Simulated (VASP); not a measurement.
# SiS2 (Ibam) in VASP: settings compared

SiS2 is run at these levels: PBE-based screened hybrid with 35 % exact exchange, PBE-based screened hybrid with 15 % exact exchange; tasks: single point.

Program: VASP 6.6.1. These are calculated values, not measurements. Logs are shortened: lines on timing, memory, paths and dates and some standing lists are left out, and cuts for length are marked.

**1. The cell of the first run**

The structure is orthorhombic, space group Ibam (No. 72). Conventional cell: a = 5.536 Å, b = 9.762 Å, c = 5.543 Å, α = 90.00°, β = 90.00°, γ = 90.00°. Within 2.8 Å of Si (site symmetry 222) lie 4 S at 2.14 Å and 2 Si at 2.77 Å. S (site symmetry m) has 2 Si at 2.14 Å within 2.8 Å.

**2. Single point, PBE-based screened hybrid with 35 % exact exchange**

POSCAR

```
SiS2
1.0
   -2.7679656562      4.8810386948      2.7714513474
    2.7679656562     -4.8810386948      2.7714513474
    2.7679656562      4.8810386948     -2.7714513474
Si S
2 4
Direct
    0.7500000000      0.7500000000      0.0000000000
    0.2500000000      0.2500000000      0.0000000000
    0.8826845766      0.7893462369      0.6720308135
    0.1173154234      0.2106537631      0.3279691865
    0.3826845766      0.7106537631      0.0933383396
    0.6173154234      0.2893462369      0.9066616604
```

INCAR.step1

```
SYSTEM = SiS2
PREC = Accurate ; ENCUT = 400
EDIFF = 1E-5 ; ISMEAR = 0
SIGMA = 0.05 ; LREAL = .FALSE.
LASPH = .TRUE. ; NELM = 120
ALGO = Normal ; ISIF = 2
LWAVE = .TRUE. ; LCHARG = .FALSE.
GGA = PE ; NBANDS = 25
GGA_COMPAT = .FALSE. ; KPAR = 4
```

INCAR.step2

```
SYSTEM = SiS2
PREC = Accurate ; ENCUT = 400
EDIFF = 1E-6 ; ISMEAR = 0
SIGMA = 0.05 ; LREAL = .FALSE.
LASPH = .TRUE. ; NELM = 120
ALGO = Normal ; ISIF = 2
LWAVE = .FALSE. ; LCHARG = .FALSE.
GGA = PE ; LHFCALC = .TRUE.
AEXX = 0.35 ; HFSCREEN = 0.20787
PRECFOCK = Normal ; ISTART = 1
NBANDS = 25 ; GGA_COMPAT = .FALSE.
KPAR = 4
```

KPOINTS

```
regular mesh
0
G
  4 4 4
  0 0 0
```

Potentials or basis: VASP PAW PBE potentials, release 64 (Si, S).

The run is started by

```bash
cat potpaw_PBE.64/Si/POTCAR potpaw_PBE.64/S/POTCAR > POTCAR
cp INCAR.step1 INCAR
mpirun -np 4 vasp_std > vasp.out
cp INCAR.step2 INCAR
mpirun -np 4 vasp_std > vasp.out
```

OUTCAR:

```text
SYSTEM = SiS2
   PREC = Accurate
   ENCUT = 400
   EDIFF = 1E-6
   ISMEAR = 0
   LREAL = .FALSE.
   LASPH = .TRUE.
   NELM = 120
   ISIF = 2
   GGA = PE
   LHFCALC = .TRUE.
   AEXX = 0.35
   HFSCREEN = 0.20787
   PRECFOCK = Normal
   ISTART = 1

 ion  position               nearest neighbor table
   1  0.750  0.750  0.000-   5 2.14   3 2.14   4 2.14   6 2.14   2 2.77   2 2.77
   2  0.250  0.250  0.000-   6 2.14   4 2.14   3 2.14   5 2.14   1 2.77   1 2.77
   3  0.883  0.789  0.672-   1 2.14   2 2.14
   4  0.117  0.211  0.328-   2 2.14   1 2.14
   5  0.383  0.711  0.093-   1 2.14   2 2.14
   6  0.617  0.289  0.907-   2 2.14   1 2.14

  LATTYP: Found a body centered orthorhombic cell.
 ALAT       =     5.5359313124
 B/A-ratio  =     1.0012592971
 C/A-ratio  =     1.7634029107

  Lattice vectors:

 A1 = (  -2.7679656562,   4.8810386948,  -2.7714513474)
 A2 = (   2.7679656562,   4.8810386948,   2.7714513474)
 A3 = (   2.7679656562,  -4.8810386948,  -2.7714513474)

Analysis of symmetry for initial positions (statically):
=====================================================================
 Subroutine PRICEL returns:
 Original cell was already a primitive cell.

 Routine SETGRP: Setting up the symmetry group for a
 body centered orthorhombic supercell.

 Subroutine GETGRP returns: Found  8 space group operations
 (whereof  4 operations were pure point group operations)
 out of a pool of  8 trial point group operations.

The static configuration has the point symmetry C_2h.
 The point group associated with its full space group is D_2h.

Analysis of symmetry for dynamics (positions and initial velocities):
=====================================================================
 Subroutine PRICEL returns:
 Original cell was already a primitive cell.

 Routine SETGRP: Setting up the symmetry group for a
 body centered orthorhombic supercell.

 Subroutine GETGRP returns: Found  8 space group operations
 (whereof  4 operations were pure point group operations)
 out of a pool of  8 trial point group operations.

The dynamic configuration has the point symmetry C_2h.
 The point group associated with its full space group is D_2h.

 Subroutine INISYM returns: Found  8 space group operations
 (whereof  4 operations are pure point group operations),
 and found     1 'primitive' translations

----------------------------------------------------------------------------------------

                                     Primitive cell

  volume of cell :     149.7753

  direct lattice vectors                    reciprocal lattice vectors
    -2.767965656  4.881038695  2.771451347     0.000000000  0.102437213  0.180410888
     2.767965656 -4.881038695  2.771451347     0.180638079  0.000000000  0.180410888
     2.767965656  4.881038695 -2.771451347     0.180638079  0.102437213  0.000000000

  length of vectors
     6.258363619  6.258363619  6.258363619     0.207464386  0.255300224  0.207661981

  position of ions in fractional coordinates (direct lattice)
     0.750000000  0.750000000  0.000000000
     0.250000000  0.250000000  0.000000000
     0.882684577  0.789346237  0.672030814
     0.117315423  0.210653763  0.327969186
     0.382684577  0.710653763  0.093338340
     0.617315423  0.289346237  0.906661660

  ion indices of the primitive-cell ions
   primitive index   ion index
                 1           1
                 2           2
                 3           3
                 4           4
                 5           5
                 6           6

----------------------------------------------------------------------------------------

 KPOINTS: regular mesh

Automatic generation of k-mesh.
 Grid dimensions read from file:
 generate k-points for:    4    4    4

 Generating k-lattice:

  Cartesian coordinates                     Fractional coordinates (reciprocal lattice)
     0.000000000  0.025609303  0.045102722     0.250000000  0.000000000  0.000000000
     0.045159520  0.000000000  0.045102722     0.000000000  0.250000000  0.000000000
     0.045159520  0.025609303  0.000000000     0.000000000  0.000000000  0.250000000

  Length of vectors
     0.051866096  0.063825056  0.051915495

  Shift w.r.t. Gamma in fractional coordinates (k-lattice)
     0.000000000  0.000000000  0.000000000

 Subroutine IBZKPT returns following result:
 ===========================================

 Found     18 irreducible k-points:

 Following reciprocal coordinates:
            Coordinates               Weight
  0.000000  0.000000  0.000000      1.000000
  0.250000  0.000000 -0.000000      4.000000
  0.500000  0.000000 -0.000000      2.000000
 -0.000000  0.250000  0.000000      4.000000
  0.250000  0.250000  0.000000      8.000000
  0.500000  0.250000 -0.000000      8.000000
[... 10 lines left out ...]
 -0.250000 -0.250000  0.250000      2.000000
  0.500000  0.500000  0.500000      1.000000
   k-points           NKPTS =     18   k-points in BZ     NKDIM =     64   number of bands    NBANDS=     25
   number of dos      NEDOS =    301   number of ions     NIONS =      6
   total plane-waves  NPLWV =  74088
   dimension x,y,z NGX =    42 NGY =   42 NGZ =   42
   dimension x,y,z NGXF=    84 NGYF=   84 NGZF=   84
   ions per type =               2   4
   NGX,Y,Z   is equivalent  to a cutoff of  11.16, 11.16, 11.16 a.u.
   NGXF,Y,Z  is equivalent  to a cutoff of  22.31, 22.31, 22.31 a.u.
 SYSTEM =  SiS2
   PREC   = accura    normal or accurate (medium, high low for compatibility)
   ISTART =      1    job   : 0-new  1-cont  2-samecut
   ICHARG =      0    charge: 1-file 2-atom 10-const
   ISPIN  =      1    spin polarized calculation?
   LNONCOLLINEAR =      F non collinear calculations
   LSORBIT =      F    spin-orbit coupling
   LASPH  =      T    aspherical Exc in radial PAW
   ENCUT  =  400.0 eV  29.40 Ry    5.42 a.u.  10.21 10.21 10.21*2*pi/ulx,y,z
   NELM   =    120;   NELMIN=  2; NELMDL=  0     # of ELM steps
   EDIFF  = 0.1E-05   stopping-criterion for ELM
   LREAL  =      F    real-space projection
   EDIFFG = 0.1E-04   stopping-criterion for IOM
   NSW    =      0    number of steps for IOM
   IBRION =     -1    ionic relax: 0-MD 1-quasi-New 2-CG
   NFREE  =      0    steps in history (QN), initial steepest desc. (CG)
   ISIF   =      2    stress and relaxation
   ISYM   =      3    0-nonsym 1-usesym 2-fastsym
   POTIM  = 0.5000    time-step for ionic-motion
   TEBEG  =    0.0;   TEEND  =   0.0 temperature during run
   PSTRESS=    0.0 pullay stress
   NELECT =      32.0000    total number of electrons
   NUPDOWN=      -1.0000    fix difference up-down
   EMIN   =  10.00;   EMAX   =-10.00  energy-range for DOS
   EFERMI =   0.00;   METHOD = LEGACY
   ISMEAR =     0;   SIGMA  =   0.05  broadening in eV -4-tet -1-fermi 0-gaus
   EFERMI_NEDOS =   21; number of points for ismear=-14 and -15
   IALGO  =     38    algorithm
   IMIX   =      1    mixing-type and parameters
     AMIX     =   0.40;   BMIX     =  1.00
     AMIX_MAG =   1.60;   BMIX_MAG =  1.00
  volume/ion in A,a.u.               =      24.96       168.46
  Fermi-wavevector in a.u.,A,eV,Ry     =   0.978689  1.849454 13.032101  0.957832
  Thomas-Fermi vector in A             =   2.109484
   LORBIT       =      0    0 simple, 1 ext, 2 COOP (PROOUT), +10 PAW based schemes
   GGA     = PE    functional components
   LHFCALC =     T    Hartree Fock is set to
   PRECFOCK=normal    Normal, Fast or Accurate (Low or Medium for compatibility)
   ENCUT4O =  -1.0   cutoff for four orbital integrals eV
   NKREDX  =     1    reduce k-point grid by
   NKREDY  =     1    reduce k-point grid by
   NKREDZ  =     1    reduce k-point grid by
   AEXX    =    0.3500 exact exchange contribution
   HFSCREEN=    0.2079 screening length (either q_TF or 0.3 A-1)
   HFSCREENC=   0.2079 screening length for correlation (either q_TF or 0.3 A-1)
   ENCUTFOCK=  -1.0 apply spherical cutoff to Coloumb kernel
   IVDW    =     0    specifies the selected vdW correction
   LEPSILON=     F    determine dielectric tensor
   LRPA    =     F    only Hartree local field effects (RPA)
 non-spin polarized calculation
 Gauss-broadening in eV      SIGMA  =   0.05
  energy-cutoff  :      400.00
  volume of cell :      149.78
 maximum number of plane-waves:      2736
 NGX is ok and might be reduce to    42
  NGX = 32; NGY = 32; NGZ = 32

 number of electron      31.9999999 magnetization

 Free energy of the ion-electron system (eV)
  ---------------------------------------------------
  ext. energy  EPLUGINS =         0.00000000
  ---------------------------------------------------
  free energy    TOTEN  =       -40.53751268 eV

  energy without entropy =      -40.53751268  energy(sigma->0) =      -40.53751268

 E-fermi :   1.2564     XC(G=0):  -6.3247

 val. band max:        1.0335876378   @ k =  -0.2500   0.2500   0.2500
 cond. band min:       5.3940914048   @ k =   0.5000   0.5000   0.5000
 fundamental gap:      4.3605037670
 Fermi energy:         1.2564270844

 k-point     1 :       0.0000    0.0000    0.0000
  band No.  band energies     occupation
      1     -15.4054      2.00000
      2     -13.0550      2.00000
      3     -12.4642      2.00000
      4     -12.3360      2.00000
      5      -7.2535      2.00000
      6      -5.5924      2.00000
[... 17 lines left out ...]
     24       9.6657      0.00000
     25      10.2690      0.00000

 k-point     2 :       0.2500    0.0000   -0.0000
  band No.  band energies     occupation
      1     -15.1426      2.00000
      2     -13.5231      2.00000
      3     -12.4842      2.00000
      4     -12.3940      2.00000
      5      -6.6923      2.00000
      6      -5.4896      2.00000
[... 17 lines left out ...]
     24       9.5219      0.00000
     25       9.9006      0.00000

 k-point     3 :       0.5000    0.0000   -0.0000
  band No.  band energies     occupation
      1     -14.4247      2.00000
      2     -14.4247      2.00000
      3     -12.4772      2.00000
      4     -12.4772      2.00000
      5      -5.7204      2.00000
      6      -5.7204      2.00000
[... 17 lines left out ...]
     24       8.9636      0.00000
     25      10.4785      0.00000

 k-point     4 :      -0.0000    0.2500    0.0000
  band No.  band energies     occupation
      1     -15.1113      2.00000
      2     -13.5078      2.00000
      3     -12.5456      2.00000
      4     -12.4027      2.00000
      5      -6.7086      2.00000
      6      -5.4678      2.00000
[... 17 lines left out ...]
     24       9.4208      0.00000
     25       9.8233      0.00000

 k-point     5 :       0.2500    0.2500    0.0000
  band No.  band energies     occupation
      1     -14.4323      2.00000
      2     -14.3600      2.00000
      3     -12.5583      2.00000
      4     -12.4718      2.00000
      5      -5.7988      2.00000
      6      -5.7393      2.00000
[... 17 lines left out ...]
     24       9.0375      0.00000
     25      10.5387      0.00000

 k-point     6 :       0.5000    0.2500   -0.0000
  band No.  band energies     occupation
      1     -15.0521      2.00000
      2     -13.5378      2.00000
      3     -12.5786      2.00000
      4     -12.4750      2.00000
      5      -6.6968      2.00000
      6      -5.3231      2.00000
[... 17 lines left out ...]
     24       9.5989      0.00000
     25      10.0404      0.00000
[... 225 lines left out ...]
 k-point    15 :       0.2500   -0.2500    0.2500
  band No.  band energies     occupation
      1     -15.3218      2.00000
      2     -13.0747      2.00000
      3     -12.5278      2.00000
      4     -12.4762      2.00000
      5      -7.3340      2.00000
      6      -5.3306      2.00000
[... 17 lines left out ...]
     24       9.2595      0.00000
     25       9.9435      0.00000

 k-point    16 :       0.5000   -0.2500    0.2500
  band No.  band energies     occupation
      1     -15.0234      2.00000
      2     -13.5840      2.00000
      3     -12.6248      2.00000
      4     -12.4603      2.00000
      5      -6.6659      2.00000
      6      -5.2775      2.00000
[... 17 lines left out ...]
     24       9.1420      0.00000
     25       9.9678      0.00000

 k-point    17 :      -0.2500   -0.2500    0.2500
  band No.  band energies     occupation
      1     -14.4922      2.00000
      2     -14.3504      2.00000
      3     -12.5705      2.00000
      4     -12.3913      2.00000
      5      -5.7841      2.00000
      6      -5.6228      2.00000
[... 17 lines left out ...]
     24       9.0777      0.00000
     25      11.0300      0.00000

 k-point    18 :       0.5000    0.5000    0.5000
  band No.  band energies     occupation
      1     -15.2287      2.00000
      2     -13.0940      2.00000
      3     -12.7231      2.00000
      4     -12.4883      2.00000
      5      -7.4089      2.00000
      6      -5.0551      2.00000
[... 17 lines left out ...]
     24       9.2308      0.00000
     25       9.3435      0.00000

------------------------ aborting loop because EDIFF is reached ----------------------------------------

  FORCE on cell =-STRESS in cart. coord.  units (eV):
  Direction    XX          YY          ZZ          XY          YZ          ZX
  --------------------------------------------------------------------------------------
  -------------------------------------------------------------------------------------
  Total       -1.3508287     -1.2490806     -1.7382663     -0.0000000      0.0000000      0.0000000
  in kB      -14.4500941    -13.3616737    -18.5945936     -0.0000000      0.0000000      0.0000000
  external PRESSURE =     -15.4687872 kB  Pullay stress =       0.0000000 kB

 VOLUME and BASIS-vectors are now :
 -----------------------------------------------------------------------------
  energy-cutoff  :      400.00
  volume of cell :      149.78
      direct lattice vectors                 reciprocal lattice vectors
    -2.767965656  4.881038695  2.771451347     0.000000000  0.102437213  0.180410888
     2.767965656 -4.881038695  2.771451347     0.180638079  0.000000000  0.180410888
     2.767965656  4.881038695 -2.771451347     0.180638079  0.102437213  0.000000000

 POSITION                                       TOTAL-FORCE (eV/Angst)
 -----------------------------------------------------------------------------------
      0.00000      0.00000      4.15718         0.000000      0.000000     -0.000000
      0.00000      0.00000      1.38573         0.000000      0.000000     -0.000000
      1.60180      3.73580      2.77145         0.506864      0.497999     -0.000000
      1.16616      1.14524      0.00000        -0.506864     -0.497999      0.000000
      1.16616     -1.14524      2.77145        -0.506864      0.497999     -0.000000
      1.60180      6.02628     -0.00000         0.506864     -0.497999      0.000000
 -----------------------------------------------------------------------------------
    total drift:                               -0.000000     -0.000000     -0.000002

  FREE ENERGIE OF THE ION-ELECTRON SYSTEM (eV)
  ---------------------------------------------------
  free  energy   TOTEN  =       -40.5375126785 eV

  energy  without entropy=      -40.5375126785  energy(sigma->0) =      -40.53751268
```

Run time: 23 min. Hardware: 4 MPI ranks of AMD EPYC 7R13 (Zen 3), shared host; peak memory 0.38 GiB.

What came out:

```
Free energy            : -40.5375 eV
Pressure               : -1.5 GPa
Largest force          : 0.711 eV/Å
Band gap on the k mesh : 4.36 eV (least direct gap 4.67 eV)
```

Forces in eV/Å, atoms in the order of the input:
```
Si   0.000  0.000  0.000
Si   0.000  0.000  0.000
S    0.507  0.498  0.000
S   -0.507 -0.498  0.000
S   -0.507  0.498  0.000
S    0.507 -0.498  0.000
```

Stress tensor (GPa, compression positive):
```
-1.45  0.00  0.00
 0.00 -1.34  0.00
 0.00  0.00 -1.86
```

Caveat: the PAW data sets were made with another functional, which shifts forces and pressure a little.

(Continued in part 2 of 2.)
